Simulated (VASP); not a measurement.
# SiC (Fm-3m) in VASP: single point with PBE

Aim: the single point of SiC with PBE.

All numbers are computed with VASP 6.6.1; they aren't measurements. Logs are shortened: lines on timing, memory, paths and dates and some standing lists are left out, and cuts for length are marked.

**1. The cell of the first run**

It takes space group Fm-3m (No. 225, cubic). Conventional cell: a = 4.188 Å, b = 4.188 Å, c = 4.188 Å, α = 90.00°, β = 90.00°, γ = 90.00°. Si (site symmetry m-3m) has 6 C at 2.09 Å within 2.8 Å. C (site symmetry m-3m) has 6 Si at 2.09 Å within 2.8 Å.

**2. Single point, PBE (volume scaled by 1.10)**

Input file INCAR:

```
SYSTEM = SiC
ALGO = Normal ; EDIFF = 1E-7
ENCUT = 520 ; GGA = PE
ISIF = 2 ; ISMEAR = 0
LASPH = .True. ; LCHARG = .False.
LREAL = .False. ; LWAVE = .False.
NBANDS = 11 ; NELM = 80
PREC = Accurate ; SIGMA = 0.1
```

Input file KPOINTS:

```
k-points
0
Gamma
  18 18 18
  0 0 0
```

Input file POSCAR:

```
SiC
1.0
    0.0000000000      2.0941419912      2.0941419912
    2.0941419912      0.0000000000      2.0941419912
    2.0941419912      2.0941419912      0.0000000000
Si C
1 1
Direct
    0.0000000000      0.0000000000      0.0000000000
    0.5000000000      0.5000000000      0.5000000000
```

Potentials or basis: VASP PAW PBE potentials, release 64 (Si, C).

On the command line:

```sh
> cat potpaw_PBE.64/Si/POTCAR potpaw_PBE.64/C/POTCAR > POTCAR
> mpirun -np 1 vasp_std > vasp.out
```

OUTCAR:

```text
SYSTEM = SiC
   EDIFF = 1E-7
   ENCUT = 520
   GGA = PE
   ISIF = 2
   ISMEAR = 0
   LASPH = .True.
   LREAL = .False.
   NELM = 80
   PREC = Accurate

 ion  position               nearest neighbor table
   1  0.000  0.000  0.000-   2 2.09   2 2.09   2 2.09   2 2.09   2 2.09   2 2.09
   2  0.500  0.500  0.500-   1 2.09   1 2.09   1 2.09   1 2.09   1 2.09   1 2.09

  LATTYP: Found a face centered cubic cell.
 ALAT       =     4.1882839824

  Lattice vectors:

 A1 = (   0.0000000000,   2.0941419912,   2.0941419912)
 A2 = (   2.0941419912,   0.0000000000,   2.0941419912)
 A3 = (   2.0941419912,   2.0941419912,   0.0000000000)

Analysis of symmetry for initial positions (statically):
=====================================================================
 Subroutine PRICEL returns:
 Original cell was already a primitive cell.

 Routine SETGRP: Setting up the symmetry group for a
 face centered cubic supercell.

 Subroutine GETGRP returns: Found 48 space group operations
 (whereof 48 operations were pure point group operations)
 out of a pool of 48 trial point group operations.

The static configuration has the point symmetry O_h .

Analysis of symmetry for dynamics (positions and initial velocities):
=====================================================================
 Subroutine PRICEL returns:
 Original cell was already a primitive cell.

 Routine SETGRP: Setting up the symmetry group for a
 face centered cubic supercell.

 Subroutine GETGRP returns: Found 48 space group operations
 (whereof 48 operations were pure point group operations)
 out of a pool of 48 trial point group operations.

The dynamic configuration has the point symmetry O_h .

 Subroutine INISYM returns: Found 48 space group operations
 (whereof 48 operations are pure point group operations),
 and found     1 'primitive' translations

----------------------------------------------------------------------------------------

                                     Primitive cell

  volume of cell :      18.3674

  direct lattice vectors                    reciprocal lattice vectors
     0.000000000  2.094141991  2.094141991    -0.238761269  0.238761269  0.238761269
     2.094141991  0.000000000  2.094141991     0.238761269 -0.238761269  0.238761269
     2.094141991  2.094141991  0.000000000     0.238761269  0.238761269 -0.238761269

  length of vectors
     2.961564005  2.961564005  2.961564005     0.413546649  0.413546649  0.413546649

  position of ions in fractional coordinates (direct lattice)
     0.000000000  0.000000000  0.000000000
     0.500000000  0.500000000  0.500000000

  ion indices of the primitive-cell ions
   primitive index   ion index
                 1           1
                 2           2

----------------------------------------------------------------------------------------

 KPOINTS: k-points

Automatic generation of k-mesh.
 Grid dimensions read from file:
 generate k-points for:   18   18   18

 Generating k-lattice:

  Cartesian coordinates                     Fractional coordinates (reciprocal lattice)
    -0.013264515  0.013264515  0.013264515     0.055555556  0.000000000  0.000000000
     0.013264515 -0.013264515  0.013264515     0.000000000  0.055555556  0.000000000
     0.013264515  0.013264515 -0.013264515     0.000000000  0.000000000  0.055555556

  Length of vectors
     0.022974814  0.022974814  0.022974814

  Shift w.r.t. Gamma in fractional coordinates (k-lattice)
     0.000000000  0.000000000  0.000000000

 Subroutine IBZKPT returns following result:
 ===========================================

 Found    195 irreducible k-points:

 Following reciprocal coordinates:
            Coordinates               Weight
  0.000000  0.000000  0.000000      1.000000
  0.055556  0.000000  0.000000      8.000000
  0.111111  0.000000  0.000000      8.000000
  0.166667  0.000000  0.000000      8.000000
  0.222222  0.000000  0.000000      8.000000
  0.277778  0.000000  0.000000      8.000000
[... 16 lines left out ...]
 -0.277778  0.055556  0.000000     24.000000
 -0.222222  0.055556  0.000000     24.000000
 [... further k-points ...]
   k-points           NKPTS =    195   k-points in BZ     NKDIM =    195   number of bands    NBANDS=     11
   number of dos      NEDOS =    301   number of ions     NIONS =      2
   total plane-waves  NPLWV =  13824
   dimension x,y,z NGX =    24 NGY =   24 NGZ =   24
   dimension x,y,z NGXF=    48 NGYF=   48 NGZF=   48
   ions per type =               1   1
   NGX,Y,Z   is equivalent  to a cutoff of  13.47, 13.47, 13.47 a.u.
   NGXF,Y,Z  is equivalent  to a cutoff of  26.94, 26.94, 26.94 a.u.
 SYSTEM =  SiC
   PREC   = accura    normal or accurate (medium, high low for compatibility)
   ISTART =      0    job   : 0-new  1-cont  2-samecut
   ICHARG =      2    charge: 1-file 2-atom 10-const
   ISPIN  =      1    spin polarized calculation?
   LNONCOLLINEAR =      F non collinear calculations
   LSORBIT =      F    spin-orbit coupling
   LASPH  =      T    aspherical Exc in radial PAW
   ENCUT  =  520.0 eV  38.22 Ry    6.18 a.u.   5.51  5.51  5.51*2*pi/ulx,y,z
   NELM   =     80;   NELMIN=  2; NELMDL= -5     # of ELM steps
   EDIFF  = 0.1E-06   stopping-criterion for ELM
   LREAL  =      F    real-space projection
   EDIFFG = 0.1E-05   stopping-criterion for IOM
   NSW    =      0    number of steps for IOM
   IBRION =     -1    ionic relax: 0-MD 1-quasi-New 2-CG
   NFREE  =      0    steps in history (QN), initial steepest desc. (CG)
   ISIF   =      2    stress and relaxation
   ISYM   =      2    0-nonsym 1-usesym 2-fastsym
   POTIM  = 0.5000    time-step for ionic-motion
   TEBEG  =    0.0;   TEEND  =   0.0 temperature during run
   PSTRESS=    0.0 pullay stress
   NELECT =       8.0000    total number of electrons
   NUPDOWN=      -1.0000    fix difference up-down
   EMIN   =  10.00;   EMAX   =-10.00  energy-range for DOS
   EFERMI =   0.00;   METHOD = LEGACY
   ISMEAR =     0;   SIGMA  =   0.10  broadening in eV -4-tet -1-fermi 0-gaus
   EFERMI_NEDOS =   21; number of points for ismear=-14 and -15
   IALGO  =     38    algorithm
   IMIX   =      4    mixing-type and parameters
     AMIX     =   0.40;   BMIX     =  1.00
     AMIX_MAG =   1.60;   BMIX_MAG =  1.00
  volume/ion in A,a.u.               =       9.18        61.97
  Fermi-wavevector in a.u.,A,eV,Ry     =   1.240953  2.345061 20.952490  1.539965
  Thomas-Fermi vector in A             =   2.375372
   LORBIT       =      0    0 simple, 1 ext, 2 COOP (PROOUT), +10 PAW based schemes
   GGA     = PE    functional components
   LHFCALC =     F    Hartree Fock is set to
   AEXX    =    0.0000 exact exchange contribution
   IVDW    =     0    specifies the selected vdW correction
   LEPSILON=     F    determine dielectric tensor
   LRPA    =     F    only Hartree local field effects (RPA)
 non-spin polarized calculation
 Gauss-broadening in eV      SIGMA  =   0.10
  energy-cutoff  :      520.00
  volume of cell :       18.37
 maximum number of plane-waves:       531
 NGX is ok and might be reduce to    24
   NGX = 11   NGY = 11   NGZ = 11

 number of electron       8.0000000 magnetization

 Free energy of the ion-electron system (eV)
  ---------------------------------------------------
  ext. energy  EPLUGINS =         0.00000000
  ---------------------------------------------------
  free energy    TOTEN  =       -13.47019249 eV

  energy without entropy =      -13.46722737  energy(sigma->0) =      -13.46870993

 E-fermi :  10.7614     XC(G=0): -12.2450

 val. band max:       10.7594780142   @ k =  -0.1111   0.1667   0.0556
 cond. band min:      10.7764240245   @ k =  -0.4444   0.4444   0.0556
 fundamental gap:      0.0169460102
 Fermi energy:        10.7614470005

 k-point     1 :       0.0000    0.0000    0.0000
  band No.  band energies     occupation
      1      -6.4384      2.00000
      2      10.8741      0.11099
      3      10.8741      0.11099
      4      10.8741      0.11099
      5      16.6164      0.00000
      6      19.7892      0.00000
      7      19.7892      0.00000
      8      19.7892      0.00000
      9      22.3788      0.00000
     10      22.3788      0.00000
     11      22.3788      0.00000

 k-point     2 :       0.0556    0.0000    0.0000
  band No.  band energies     occupation
      1      -6.3683      2.00000
      2      10.4530      1.99999
      3      10.8368      0.28630
      4      10.8368      0.28630
      5      16.8120      0.00000
      6      19.6260      0.00000
      7      19.8969      0.00000
      8      19.8969      0.00000
      9      21.7007      0.00000
     10      21.7007      0.00000
     11      22.3581      0.00000

 k-point     3 :       0.1111    0.0000    0.0000
  band No.  band energies     occupation
      1      -6.1586      2.00000
      2       9.3907      2.00000
      3      10.7356      1.28558
      4      10.7356      1.28557
      5      17.1232      0.00000
      6      19.4524      0.00000
      7      19.8943      0.00000
      8      19.8943      0.00000
      9      21.0025      0.00000
     10      21.0025      0.00000
     11      22.2279      0.00000

 k-point     4 :       0.1667    0.0000    0.0000
  band No.  band energies     occupation
      1      -5.8103      2.00000
      2       8.0001      2.00000
      3      10.5961      1.98062
      4      10.5961      1.98062
      5      17.1352      0.00000
      6      19.0724      0.00000
      7      19.0724      0.00000
      8      19.6580      0.00000
      9      21.4470      0.00000
     10      21.4470      0.00000
     11      22.0367      0.00000
[... 239 lines left out ...]
 k-point    22 :      -0.3333    0.0556    0.0000
  band No.  band energies     occupation
      1      -3.6345      2.00000
      2       2.9978      2.00000
      3       9.5044      2.00000
      4      10.3853      2.00000
      5      16.1933      0.00000
      6      16.3848      0.00000
      7      16.6595      0.00000
      8      20.2581      0.00000
      9      23.2379      0.00000
     10      24.5982      0.00000
     11      26.2843      0.00000

 k-point    23 :      -0.2778    0.0556    0.0000
  band No.  band energies     occupation
      1      -4.4143      2.00000
      2       4.4693      2.00000
      3       9.5630      2.00000
      4      10.5662      1.99423
      5      16.6739      0.00000
      6      16.8231      0.00000
      7      17.0916      0.00000
      8      20.3745      0.00000
      9      22.5194      0.00000
     10      23.2620      0.00000
     11      25.1161      0.00000

 k-point    24 :      -0.2222    0.0556    0.0000
  band No.  band energies     occupation
      1      -5.0734      2.00000
      2       5.9950      2.00000
      3       9.6912      2.00000
      4      10.7303      1.34047
      5      17.0746      0.00000
      6      17.3557      0.00000
      7      17.8938      0.00000
      8      20.1264      0.00000
      9      22.0861      0.00000
     10      22.2188      0.00000
     11      23.9539      0.00000

 [... further k-points ...]
[... 5 lines left out ...]
  --------------------------------------------------------------------------------------
  -------------------------------------------------------------------------------------
  Total       -2.1391834     -2.1391834     -2.1391834      0.0000000      0.0000000     -0.0000000
  in kB     -186.5993925   -186.5993925   -186.5993925      0.0000000      0.0000000     -0.0000000
  external PRESSURE =    -186.5993925 kB  Pullay stress =       0.0000000 kB

 VOLUME and BASIS-vectors are now :
 -----------------------------------------------------------------------------
  energy-cutoff  :      520.00
  volume of cell :       18.37
      direct lattice vectors                 reciprocal lattice vectors
     0.000000000  2.094141991  2.094141991    -0.238761269  0.238761269  0.238761269
     2.094141991  0.000000000  2.094141991     0.238761269 -0.238761269  0.238761269
     2.094141991  2.094141991  0.000000000     0.238761269  0.238761269 -0.238761269

 POSITION                                       TOTAL-FORCE (eV/Angst)
 -----------------------------------------------------------------------------------
      0.00000      0.00000      0.00000         0.000000     -0.000000      0.000000
      2.09414      2.09414      2.09414        -0.000000      0.000000     -0.000000
 -----------------------------------------------------------------------------------
    total drift:                               -0.000000     -0.000000      0.000000

  FREE ENERGIE OF THE ION-ELECTRON SYSTEM (eV)
  ---------------------------------------------------
  free  energy   TOTEN  =       -13.4701924859 eV

  energy  without entropy=      -13.4672273703  energy(sigma->0) =      -13.46870993
```

It took 24 s on 1 thread of Intel Xeon Platinum 8375C at 2.90GHz (Ice Lake), shared host; peak memory 0.16 GiB.

What came out:

```yaml
Free_energy: -13.4702 eV
Pressure: -18.7 GPa
Band_gap_on_the_k_mesh: zero (band 4 reaches 11.01 eV, above the bottom of band 5 at 9.31 eV)
```

Levels at points of the mesh, in eV from the Fermi level:
```csv
k point,band 2,band 3,band 4,band 5,band 6,band 7
"(0.00, 0.00, 0.00)",0.11,0.11,0.11,5.85,9.03,9.03
"(0.50, 0.00, 0.00)",-10.65,-0.69,-0.69,4.95,4.95,5.39
"(0.50, 0.50, 0.00)",-8.79,-3.79,-3.79,-1.45,3.09,13.53
```
